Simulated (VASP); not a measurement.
MoS2: single point with PBEsol

MoS2:

```xyz
3
Lattice="3.2275 0.0000 0.0000 -1.6137 2.7951 0.0000 0.0000 0.0000 6.0600" Properties=species:S:1:pos:R:3 pbc="T T T"
Mo    0.0000    0.0000    3.0300
S     1.6137    0.9317    4.5127
S     0.0000    1.8634    1.5472
```

```json
{
  "Program": "VASP 6.6.1",
  "Task": "single point",
  "Functional": "PBEsol",
  "Potentials or basis": "VASP PAW PBE potentials, release 64 (Mo_sv, S)",
  "Cutoff": "520 eV",
  "k mesh": "8 × 8 × 4",
  "Occupations": "fermi-dirac, width 0.05 eV",
  "Spin": "no spin polarisation",
  "Dipole correction": "no",
  "Further INCAR settings": "ALGO = Normal; EDIFF = 1e-06; NBANDS = 20"
}
```

| Item | Value |
| --- | --- |
| Pressure | 2.6 GPa |
| Largest force | 0.982 eV/Å |
| Band gap on the k mesh | zero (band 13 reaches 7.52 eV, above the bottom of band 14 at 6.82 eV) |

Forces in eV/Å, atoms in the order of the input:
```
Mo   0.000  0.000  0.000
S    0.000  0.000  0.982
S    0.000  0.000 -0.982
```

Stress tensor (GPa, compression positive):
```
0.32 0.00 0.00
0.00 0.32 0.00
0.00 0.00 7.20
```

Levels at points of the mesh, in eV from the Fermi level:
| k point | band 9 | band 10 | band 11 | band 12 | band 13 | band 14 | band 15 | band 16 | band 17 | band 18 |
| --- | --- | --- | --- | --- | --- | --- | --- | --- | --- | --- |
| (0.00, 0.00, 0.00) | -4.46 | -1.64 | -1.11 | -1.11 | -0.93 | -0.44 | -0.44 | 3.41 | 3.41 | 5.78 |
| (0.50, 0.00, 0.00) | -4.90 | -4.40 | -3.35 | -1.96 | -1.62 | 0.82 | 1.70 | 3.89 | 3.94 | 5.64 |
| (0.00, 0.00, 0.50) | -4.45 | -3.68 | -1.12 | -1.12 | -0.53 | -0.53 | 0.23 | 3.63 | 3.63 | 5.79 |
| (0.50, 0.00, 0.50) | -4.85 | -4.47 | -2.36 | -2.11 | -1.77 | 0.82 | 1.68 | 3.50 | 4.48 | 5.19 |

Wall time 23 s on 1 thread of Intel(R) Xeon(R) Platinum 8488C (Sapphire Rapids), on a shared host, peak memory 0.18 GiB.

Caveat: the PAW data sets were made with another functional, which shifts forces and pressure a little; this functional lacks dispersion, which binds the layers, so the pressure and a relaxed spacing across them are unreliable.
